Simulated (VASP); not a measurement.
Set up this calculation in VASP 6.6.1, as the native input.

```
Task                   : relaxation of cell and atoms
Functional             : PBE
Potentials or basis    : VASP PAW PBE potentials, release 64 (K_sv, Mg, F)
Cutoff                 : 600 eV
k mesh                 : 3 × 3 × 3
Occupations            : gaussian, width 0.01 eV
Spin                   : no spin polarisation
Dipole correction      : no
Further INCAR settings : ALGO = Normal; EDIFF = 1e-07; IBRION = 2; EDIFFG = -0.1; NSW = 80; ISIF = 3
```

The structure of KMgF3 lies in POSCAR:

```
KMgF3
1.0
    3.9859000000      0.0000000000      0.0000000000
    0.0000000000      3.9859000000      0.0000000000
    0.0000000000      0.0000000000      3.9859000000
K Mg F
1 1 3
Direct
    0.5000000000      0.5000000000      0.5000000000
    0.0000000000      0.0000000000      0.0000000000
    0.5000000000      0.0000000000      0.0000000000
    0.0000000000      0.0000000000      0.5000000000
    0.0000000000      0.5000000000      0.0000000000
```

The input as run:

INCAR

```
SYSTEM = KMgF3
  PREC = Accurate
  ENCUT = 600
  EDIFF = 1E-7
  ISMEAR = 0
  SIGMA = 0.01
  LREAL = .False.
  LASPH = .True.
  NELM = 120
  ALGO = Normal
  ISIF = 3
  LWAVE = .False.
  LCHARG = .False.
  GGA = PE
  IBRION = 2
  NSW = 80
  EDIFFG = -0.1
  GGA_COMPAT = .False.
  NELMIN = 4
```

KPOINTS

```
Automatic mesh
0
Gamma
  3 3 3
  0 0 0
```

Potentials or basis: VASP PAW PBE potentials, release 64 (K_sv, Mg, F).

Command:

```sh
$ cat potpaw_PBE.64/K_sv/POTCAR potpaw_PBE.64/Mg/POTCAR potpaw_PBE.64/F/POTCAR > POTCAR
$ mpirun -np 1 vasp_std > vasp.out
```

Results of the run:

- Relaxed volume: 13.14 Å³/atom
- Relaxed cell: a = 4.035 Å, b = 4.035 Å, c = 4.035 Å, α = 90.00°, β = 90.00°, γ = 90.00°
- Space group after relaxing (to 0.05 Å): Pm-3m (No. 221)
- Energy gained by relaxing: 5.4 meV/atom
- Ionic steps: 2
- Pressure after relaxing: 0.5 GPa
- Band gap on the k mesh: 7.19 eV, indirect (least direct gap 7.36 eV)

Caveat: the k points lie up to 0.52 Å⁻¹ apart in the final cell.

Run time: 17 s on 1 thread of Intel(R) Xeon(R) Platinum 8488C (Sapphire Rapids), with other jobs on the host, peak memory 0.18 GiB.
